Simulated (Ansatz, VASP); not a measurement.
# One calculation of ScGa3, two programs

Contents of INCAR:

```
ALGO = Normal
EDIFF = 1E-8
ENCUT = 520
ISIF = 2
ISMEAR = -1
LASPH = True
LCHARG = False
LEFG = True
LREAL = False
LWAVE = False
NBANDS = 33
NELM = 80
PREC = Accurate
SIGMA = 0.05
```

The input KPOINTS:

```
k-points
0
Gamma
  9 9 9
```

The input POSCAR:

```
ScGa3
1.0
    4.0114051152      0.0000000000      0.0000000000
    0.0000000000      4.0114051152      0.0000000000
    0.0000000000      0.0000000000      4.0114051152
Sc Ga
1 3
Direct
    0.0000000000      0.0000000000      0.0000000000
    0.0000000000      0.5000000000      0.5000000000
    0.5000000000      0.0000000000      0.5000000000
    0.5000000000      0.5000000000      0.0000000000
```

Input for Ansatz:

```yaml
crystal:
  lattice:
    - [4.0114051152, 0.0, 0.0]
    - [0.0, 4.0114051152, 0.0]
    - [0.0, 0.0, 4.0114051152]
  atoms:
    - { symbol: Sc, position: [0.0, 0.0, 0.0] }
    - { symbol: Ga, position: [0.0, 0.5, 0.5] }
    - { symbol: Ga, position: [0.5, 0.0, 0.5] }
    - { symbol: Ga, position: [0.5, 0.5, 0.0] }
kpoints:
  mp_grid: { grid: [9, 9, 9] }
scf:
  occupations: { method: fermi_dirac, width: 0.05 }
hamiltonian:
  xc: lda
  pseudopotentials: { kind: paw }
output:
  forces: true
  stress: true
  eigenvalues: true
  efg: { contact_densities: true }
```

Change from the starting cell: volume scaled by 0.94, PAW files.

Alike in both runs: task electric field gradients; functional LDA; k mesh 9 × 9 × 9; occupations fermi-dirac, width 0.05 eV; no spin polarisation.

|  | VASP | Ansatz |
| --- | --- | --- |
| version | VASP 6.6.1 | Ansatz 0.2.0 |
| potentials or method | VASP PAW LDA potentials, release 64 (Sc_sv, Ga_d) | PAW with Ansatz's default frozen-core files, scalar-relativistic |
| plane-wave cutoff (eV) | 520 | 420 |
| valence electrons in the cell | 50 | 50 |

|  | VASP | Ansatz | Ansatz less VASP |
| --- | --- | --- | --- |
| pressure (GPa) | -0.4 | -0.7 | -0.29 |
| size of Vzz on the site where it differs most (V/Å²) | 65.5 | 67.8 | +2.29 |

LDA's correlation is that of Perdew and Zunger in VASP and of Perdew and Wang (1992) in Ansatz.
